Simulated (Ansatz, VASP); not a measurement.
**TaN: VASP beside Ansatz**

Contents of INCAR:

```
PREC = Accurate ; ENCUT = 520
EDIFF = 1E-7 ; ISMEAR = 0
SIGMA = 0.15 ; LREAL = False
LASPH = True ; NELM = 60
ALGO = Normal ; ISIF = 2
LWAVE = False ; LCHARG = False
GGA = PS ; NBANDS = 15
```

KPOINTS

```
regular mesh
0
Gamma
  18 18 16
```

File POSCAR:

```
TaN
1.0
    2.9379988584      0.0000000000      0.0000000000
   -1.4689994292      2.5443816477      0.0000000000
    0.0000000000      0.0000000000      2.8830000000
Ta N
1 1
Direct
    0.2403431404      0.5985931208      0.4399219283
    0.0000000000      0.0000000000      0.0000000000
```

Input for Ansatz:

```yaml
crystal:
  lattice:
    - [2.9379988584, 0.0, 0.0]
    - [-1.4689994292, 2.5443816477, 0.0]
    - [0.0, 0.0, 2.883]
  atoms:
    - { symbol: Ta, position: [0.2403431404, 0.5985931208, 0.4399219283] }
    - { symbol: "N", position: [0.0, 0.0, 0.0] }
basis:
  ecutwfc: 420
kpoints:
  mp_grid: { grid: [18, 18, 16] }
hamiltonian:
  xc: pbesol
scf:
  occupations: { method: gaussian, width: 0.15 }
output:
  forces: true
  stress: true
  eigenvalues: true
  write_density: true
  write_potential: true
  elf: true
  volumetric_format: npy
```

Change from the starting cell: all Ta atoms moved -0.300 Å, as atom 1 along Cartesian [1 1 1].

Alike in both runs: task single point; functional PBEsol; k mesh 18 × 18 × 16; occupations gaussian, width 0.15 eV; no spin polarisation.

|  | VASP | Ansatz |
| --- | --- | --- |
| version | VASP 6.6.1 | Ansatz 0.2.0 |
| potentials or method | VASP PAW PBE potentials, release 64 (Ta_pv, N), cutoff 520 eV | scalar-relativistic, plane waves, PAW |
| valence electrons in the cell | 16 | 18 |

```csv
,VASP,Ansatz,Ansatz less VASP
gap on the k mesh at the Fermi level (eV),none,none,-
pressure (GPa),10.0,9.0,-0.98
"traceless stress, the component that is largest in VASP (GPa)",10.63,10.45,-0.178
rms of the force components (eV/Å),2.387,2.358,-0.0284
```

VASP's potentials were made for PBE, not for PBEsol. Atom by atom the forces differ by 0.029 eV/Å (rms over components). A gap of «none» marks a metal or a gap that the smearing closes. VASP's potentials hold 16 valence electrons a cell and Ansatz's 18, so a difference there can come from the potentials and not from the codes.

Spin-orbit coupling is off throughout.
